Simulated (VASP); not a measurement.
# Rh (I4/mmm) in VASP: notebook

The runs below take Rh through single point, with PBE.

Everything below comes from runs of VASP 6.6.1. Logs are shortened: lines on timing, memory, paths and dates and some standing lists are left out, and cuts for length are marked.

## 1. The cell of the first run

It takes space group I4/mmm (No. 139, tetragonal). The conventional cell has a = 2.555 Å, b = 2.555 Å, c = 3.993 Å, α = 90.00°, β = 90.00°, γ = 90.00°. Within 3.4 Å of Rh (site symmetry 4/mmm) lie 12 Rh at 2.55 to 2.69 Å.

## 2. Single point, PBE (strain -0.050 along x and y, +0.050 along z)

File INCAR:

```
ALGO     = Fast           # electronic algorithm
EDIFF    = 1E-6           # SCF threshold, eV
ENCUT    = 520            # plane-wave cutoff, eV
GGA      = PE             # functional
ISIF     = 2              # what is computed and relaxed
ISMEAR   = 0              # smearing method
LASPH    = True           # aspherical terms in the spheres
LCHARG   = False          # write CHGCAR
LREAL    = False          # projectors in reciprocal space
LWAVE    = False          # write WAVECAR
NBANDS   = 14             # bands
NELM     = 60             # most SCF steps
PREC     = Accurate       # precision mode
SIGMA    = 0.15           # smearing width, eV
```

File KPOINTS:

```
k-points
0
Gamma
  22 22 22
```

File POSCAR:

```
Rh
1.0
    0.0000000000      1.8064725000      1.9966275000
    1.8064725000      0.0000000000      1.9966275000
    1.8064725000      1.8064725000      0.0000000000
Rh
1
Direct
    0.0000000000      0.0000000000      0.0000000000
```

Potentials or basis: VASP PAW PBE potentials, release 64 (Rh_pv).

The run is started by

```sh
$ cat potpaw_PBE.64/Rh_pv/POTCAR > POTCAR
$ mpirun -np 1 vasp_std > vasp.out
```

OUTCAR:

```text
EDIFF = 1E-6
   ENCUT = 520
   GGA = PE
   ISIF = 2
   ISMEAR = 0
   LASPH = True
   LREAL = False
   NELM = 60
   PREC = Accurate

 ion  position               nearest neighbor table
   1  0.000  0.000  0.000-

  LATTYP: Found a body centered tetragonal cell.
 ALAT       =     2.5547379096
 C/A-ratio  =     1.5630781479

  Lattice vectors:

 A1 = (  -1.8064725000,   0.0000000000,   1.9966275000)
 A2 = (   1.8064725000,   0.0000000000,   1.9966275000)
 A3 = (   0.0000000000,   1.8064725000,  -1.9966275000)

Analysis of symmetry for initial positions (statically):
=====================================================================
 Subroutine PRICEL returns:
 Original cell was already a primitive cell.

 Routine SETGRP: Setting up the symmetry group for a
 body centered tetragonal supercell.

 Subroutine GETGRP returns: Found 16 space group operations
 (whereof 16 operations were pure point group operations)
 out of a pool of 16 trial point group operations.

The static configuration has the point symmetry D_4h.

Analysis of symmetry for dynamics (positions and initial velocities):
=====================================================================
 Subroutine PRICEL returns:
 Original cell was already a primitive cell.

 Routine SETGRP: Setting up the symmetry group for a
 body centered tetragonal supercell.

 Subroutine GETGRP returns: Found 16 space group operations
 (whereof 16 operations were pure point group operations)
 out of a pool of 16 trial point group operations.

The dynamic configuration has the point symmetry D_4h.

 Subroutine INISYM returns: Found 16 space group operations
 (whereof 16 operations are pure point group operations),
 and found     1 'primitive' translations

----------------------------------------------------------------------------------------

                                     Primitive cell

  volume of cell :      13.0314

  direct lattice vectors                    reciprocal lattice vectors
     0.000000000  1.806472500  1.996627500    -0.276782514  0.276782514  0.250422275
     1.806472500  0.000000000  1.996627500     0.276782514 -0.276782514  0.250422275
     1.806472500  1.806472500  0.000000000     0.276782514  0.276782514 -0.250422275

  length of vectors
     2.692557198  2.692557198  2.554737910     0.464681004  0.464681004  0.464681004

  position of ions in fractional coordinates (direct lattice)
     0.000000000  0.000000000  0.000000000

  ion indices of the primitive-cell ions
   primitive index   ion index
                 1           1

----------------------------------------------------------------------------------------

 KPOINTS: k-points

Automatic generation of k-mesh.
 Grid dimensions read from file:
 generate k-points for:   22   22   22

 Generating k-lattice:

  Cartesian coordinates                     Fractional coordinates (reciprocal lattice)
    -0.012581023  0.012581023  0.011382831     0.045454545  0.000000000  0.000000000
     0.012581023 -0.012581023  0.011382831     0.000000000  0.045454545  0.000000000
     0.012581023  0.012581023 -0.011382831     0.000000000  0.000000000  0.045454545

  Length of vectors
     0.021121864  0.021121864  0.021121864

  Shift w.r.t. Gamma in fractional coordinates (k-lattice)
     0.000000000  0.000000000  0.000000000

 Subroutine IBZKPT returns following result:
 ===========================================

 Found    834 irreducible k-points:

 Following reciprocal coordinates:
            Coordinates               Weight
  0.000000  0.000000  0.000000      1.000000
  0.045455  0.000000  0.000000      8.000000
  0.090909  0.000000  0.000000      8.000000
  0.136364 -0.000000  0.000000      8.000000
  0.181818  0.000000  0.000000      8.000000
  0.227273  0.000000  0.000000      8.000000
[... 16 lines left out ...]
  0.500000  0.045455  0.000000      8.000000
 -0.454545  0.045455  0.000000      8.000000
 [... further k-points ...]
   k-points           NKPTS =    834   k-points in BZ     NKDIM =    834   number of bands    NBANDS=     14
   number of dos      NEDOS =    301   number of ions     NIONS =      1
   total plane-waves  NPLWV =   8000
   dimension x,y,z NGX =    20 NGY =   20 NGZ =   20
   dimension x,y,z NGXF=    40 NGYF=   40 NGZF=   40
   ions per type =               1
   NGX,Y,Z   is equivalent  to a cutoff of  12.35, 12.35, 13.01 a.u.
   NGXF,Y,Z  is equivalent  to a cutoff of  24.70, 24.70, 26.03 a.u.
 SYSTEM =  unknown system
   PREC   = accura    normal or accurate (medium, high low for compatibility)
   ISTART =      0    job   : 0-new  1-cont  2-samecut
   ICHARG =      2    charge: 1-file 2-atom 10-const
   ISPIN  =      1    spin polarized calculation?
   LNONCOLLINEAR =      F non collinear calculations
   LSORBIT =      F    spin-orbit coupling
   LASPH  =      T    aspherical Exc in radial PAW
   ENCUT  =  520.0 eV  38.22 Ry    6.18 a.u.   5.01  5.01  4.75*2*pi/ulx,y,z
   NELM   =     60;   NELMIN=  2; NELMDL= -5     # of ELM steps
   EDIFF  = 0.1E-05   stopping-criterion for ELM
   LREAL  =      F    real-space projection
   EDIFFG = 0.1E-04   stopping-criterion for IOM
   NSW    =      0    number of steps for IOM
   IBRION =     -1    ionic relax: 0-MD 1-quasi-New 2-CG
   NFREE  =      0    steps in history (QN), initial steepest desc. (CG)
   ISIF   =      2    stress and relaxation
   ISYM   =      2    0-nonsym 1-usesym 2-fastsym
   POTIM  = 0.5000    time-step for ionic-motion
   TEBEG  =    0.0;   TEEND  =   0.0 temperature during run
   PSTRESS=    0.0 pullay stress
   NELECT =      15.0000    total number of electrons
   NUPDOWN=      -1.0000    fix difference up-down
   EMIN   =  10.00;   EMAX   =-10.00  energy-range for DOS
   EFERMI =   0.00;   METHOD = LEGACY
   ISMEAR =     0;   SIGMA  =   0.15  broadening in eV -4-tet -1-fermi 0-gaus
   EFERMI_NEDOS =   21; number of points for ismear=-14 and -15
   IALGO  =     68    algorithm
   IMIX   =      4    mixing-type and parameters
     AMIX     =   0.40;   BMIX     =  1.00
     AMIX_MAG =   1.60;   BMIX_MAG =  1.00
  volume/ion in A,a.u.               =      13.03        87.94
  Fermi-wavevector in a.u.,A,eV,Ry     =   1.715703  3.242208 40.050589  2.943635
  Thomas-Fermi vector in A             =   2.793025
   LORBIT       =      0    0 simple, 1 ext, 2 COOP (PROOUT), +10 PAW based schemes
   GGA     = PE    functional components
   LHFCALC =     F    Hartree Fock is set to
   AEXX    =    0.0000 exact exchange contribution
   IVDW    =     0    specifies the selected vdW correction
   LEPSILON=     F    determine dielectric tensor
   LRPA    =     F    only Hartree local field effects (RPA)
 non-spin polarized calculation
 RMM-DIIS sequential band-by-band and
 Gauss-broadening in eV      SIGMA  =   0.15
  energy-cutoff  :      520.00
  volume of cell :       13.03
 maximum number of plane-waves:       364
   NGX =  9   NGY =  9   NGZ =  9

 number of electron      14.9999999 magnetization

 Free energy of the ion-electron system (eV)
  ---------------------------------------------------
  ext. energy  EPLUGINS =         0.00000000
  ---------------------------------------------------
  free energy    TOTEN  =        -7.11527873 eV

  energy without entropy =       -7.10121790  energy(sigma->0) =       -7.10824831

 E-fermi :  12.9010     XC(G=0): -14.3765

 val. band max:       12.8996255184   @ k =   0.2273   0.1818   0.0000
 cond. band min:      12.9040665249   @ k =  -0.0909   0.3182   0.2727
 fundamental gap:      0.0044410065
 Fermi energy:        12.9010443517

 k-point     1 :       0.0000    0.0000    0.0000
  band No.  band energies     occupation
      1     -33.5804      2.00000
      2     -33.5163      2.00000
      3     -33.5163      2.00000
      4       4.5625      2.00000
      5       8.8044      2.00000
      6      10.0460      2.00000
      7      10.0460      2.00000
      8      11.0406      2.00000
      9      12.5381      1.99938
     10      29.0378      0.00000
     11      32.6062      0.00000
     12      33.3271      0.00000
     13      35.7546      0.00000
     14      35.7546      0.00000

 k-point     2 :       0.0455    0.0000    0.0000
  band No.  band energies     occupation
      1     -33.5878      2.00000
      2     -33.5316      2.00000
      3     -33.5175      2.00000
      4       4.6512      2.00000
      5       8.8283      2.00000
      6      10.0131      2.00000
      7      10.0806      2.00000
      8      11.0350      2.00000
      9      12.5041      1.99982
     10      29.1708      0.00000
     11      32.6150      0.00000
     12      33.3271      0.00000
     13      35.3296      0.00000
     14      35.8931      0.00000

 k-point     3 :       0.0909    0.0000    0.0000
  band No.  band energies     occupation
      1     -33.6208      2.00000
      2     -33.5646      2.00000
      3     -33.5210      2.00000
      4       4.9092      2.00000
      5       8.8885      2.00000
      6       9.9230      2.00000
      7      10.1782      2.00000
      8      11.0371      2.00000
      9      12.4118      2.00000
     10      29.5409      0.00000
     11      32.4244      0.00000
     12      33.3272      0.00000
     13      34.7222      0.00000
     14      36.2983      0.00000
[... 324 lines left out ...]
 k-point    23 :       0.5000    0.0455    0.0000
  band No.  band energies     occupation
      1     -34.4255      2.00000
      2     -33.7484      2.00000
      3     -33.5777      2.00000
      4       6.4059      2.00000
      5       8.8907      2.00000
      6      10.1448      2.00000
      7      12.8089      1.61517
      8      13.3061      0.00013
      9      14.5731      0.00000
     10      22.2524      0.00000
     11      28.2490      0.00000
     12      33.3282      0.00000
     13      34.0939      0.00000
     14      35.5480      0.00000

 k-point    24 :      -0.4545    0.0455    0.0000
  band No.  band energies     occupation
      1     -34.4265      2.00000
      2     -33.7487      2.00000
      3     -33.5742      2.00000
      4       6.4112      2.00000
      5       8.9193      2.00000
      6      10.1359      2.00000
      7      12.7208      1.91081
      8      13.2231      0.00239
      9      14.6541      0.00000
     10      22.3285      0.00000
     11      28.2683      0.00000
     12      33.3280      0.00000
     13      33.9730      0.00000
     14      35.7935      0.00000

 [... further k-points ...]

------------------------ aborting loop because EDIFF is reached ----------------------------------------

  FORCE on cell =-STRESS in cart. coord.  units (eV):
  Direction    XX          YY          ZZ          XY          YZ          ZX
  --------------------------------------------------------------------------------------
  -------------------------------------------------------------------------------------
  Total        2.8794971      2.8794971      0.4254074      0.0000000      0.0000000      0.0000000
  in kB      354.0278891    354.0278891     52.3029125      0.0000000      0.0000000      0.0000000
  external PRESSURE =     253.4528969 kB  Pullay stress =       0.0000000 kB

 VOLUME and BASIS-vectors are now :
 -----------------------------------------------------------------------------
  energy-cutoff  :      520.00
  volume of cell :       13.03
      direct lattice vectors                 reciprocal lattice vectors
     0.000000000  1.806472500  1.996627500    -0.276782514  0.276782514  0.250422275
     1.806472500  0.000000000  1.996627500     0.276782514 -0.276782514  0.250422275
     1.806472500  1.806472500  0.000000000     0.276782514  0.276782514 -0.250422275

 POSITION                                       TOTAL-FORCE (eV/Angst)
 -----------------------------------------------------------------------------------
      0.00000      0.00000      0.00000         0.000000      0.000000      0.000000
 -----------------------------------------------------------------------------------
    total drift:                                0.000000      0.000000      0.000000

  FREE ENERGIE OF THE ION-ELECTRON SYSTEM (eV)
  ---------------------------------------------------
  free  energy   TOTEN  =        -7.1152787314 eV

  energy  without entropy=       -7.1012178965  energy(sigma->0) =       -7.10824831
```

It took 97 s on 1 thread of Intel Xeon Platinum 8375C at 2.90GHz (Ice Lake), shared host; peak memory 0.24 GiB.

Results:

```yaml
Free_energy: -7.1153 eV
Pressure: 25.3 GPa
Band_gap_on_the_k_mesh: zero (an odd number of electrons rules out a gap without spin polarisation)
```

Stress tensor (GPa, compression positive):
```
35.40  0.00  0.00
 0.00 35.40  0.00
 0.00  0.00  5.23
```

Levels at points of the mesh, in eV from the Fermi level:
| k point | band 5 | band 6 | band 7 | band 8 | band 9 | band 10 |
| --- | --- | --- | --- | --- | --- | --- |
| (0.00, 0.00, 0.00) | -4.10 | -2.86 | -2.86 | -1.86 | -0.36 | 16.14 |
| (0.50, 0.00, 0.00) | -3.96 | -2.81 | 0.39 | 0.73 | 0.89 | 9.31 |
| (0.50, 0.50, 0.00) | -6.40 | 0.74 | 1.03 | 1.03 | 1.97 | 11.14 |
| (0.50, 0.00, 0.50) | -6.38 | 0.49 | 0.53 | 1.69 | 4.14 | 12.54 |

Caveat: the cell differs from its parent crystal (strain -0.050 along x and y, +0.050 along z); the cell stands under pressure.

## 3. Single point, PBE (strain +0.000 along x and y, -0.050 along z)

File INCAR:

```
SYSTEM = Rh
PREC = Accurate ; ENCUT = 520
EDIFF = 1E-6 ; ISMEAR = 0
SIGMA = 0.15 ; LREAL = .False.
LASPH = .True. ; NELM = 60
ALGO = Fast ; ISIF = 2
LWAVE = .False. ; LCHARG = .False.
GGA = PE ; NBANDS = 14
```

File KPOINTS:

```
Automatic mesh
0
Gamma
  22 22 22
  0 0 0
```

File POSCAR:

```
Rh
1.0
    0.0000000000      1.9015500000      1.8064725000
    1.9015500000      0.0000000000      1.8064725000
    1.9015500000      1.9015500000      0.0000000000
Rh
1
Direct
    0.0000000000      0.0000000000      0.0000000000
```

Potentials or basis: VASP PAW PBE potentials, release 64 (Rh_pv).

The run is started by

```sh
$ cat potpaw_PBE.64/Rh_pv/POTCAR > POTCAR
$ mpirun -np 1 vasp_std > vasp.out
```

Wall time 1.8 min (1 thread of Intel Xeon Platinum 8375C at 2.90GHz (Ice Lake), shared host); peak memory 0.25 GiB.

Results (log left out):

| Item | Value |
| --- | --- |
| Free energy | -7.1815 eV |
| Pressure | 22.9 GPa |
| Band gap on the k mesh | zero (an odd number of electrons rules out a gap without spin polarisation) |

Stress tensor (GPa, compression positive):
```
18.39  0.00  0.00
 0.00 18.39  0.00
 0.00  0.00 32.06
```

Levels at points of the mesh, in eV from the Fermi level:
| k point | band 3 | band 4 | band 5 | band 6 | band 7 | band 8 | band 9 | band 10 | band 11 | band 12 |
| --- | --- | --- | --- | --- | --- | --- | --- | --- | --- | --- |
| (0.00, 0.00, 0.00) | -46.43 | -8.33 | -3.49 | -3.49 | -2.93 | -1.42 | -0.73 | 16.00 | 20.40 | 21.14 |
| (0.50, 0.00, 0.00) | -46.53 | -6.55 | -3.72 | -3.08 | 0.48 | 0.70 | 0.80 | 9.22 | 15.44 | 20.40 |
| (0.50, 0.50, 0.00) | -46.84 | -6.82 | -6.45 | 0.59 | 1.12 | 1.12 | 4.14 | 13.01 | 13.01 | 13.96 |
| (0.50, 0.00, 0.50) | -46.71 | -6.79 | -6.37 | 0.59 | 0.82 | 1.31 | 2.97 | 12.47 | 13.64 | 14.32 |

Caveat: the cell differs from its parent crystal (strain +0.000 along x and y, -0.050 along z); the cell stands under pressure.
